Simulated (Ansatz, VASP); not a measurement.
BP: VASP beside Ansatz

```
P B
1.0
     0.00000    2.29615    2.29615
     2.29615    0.00000    2.29615
     2.29615    2.29615    0.00000
P B
1 1
Cartesian
  1.1481 1.1481 1.1481
  0.0000 0.0000 0.0000
```

Alike in both runs: task single point; functional PBE; k mesh 10 × 10 × 10; occupations fermi-dirac, width 0.0105 eV; no spin polarisation.

|  | VASP | Ansatz |
| --- | --- | --- |
| version | VASP 6.6.1 | Ansatz 0.2.0 |
| potentials or method | VASP PAW PBE potentials, release 64 (P, B), cutoff 500 eV | PAW plane waves |
| valence electrons in the cell | 8 | 8 |

|  | VASP | Ansatz | Ansatz less VASP |
| --- | --- | --- | --- |
| gap on the k mesh at the Fermi level (eV) | 1.29 | 1.29 | +0.003 |
| pressure (GPa) | -4.6 | -4.4 | +0.19 |
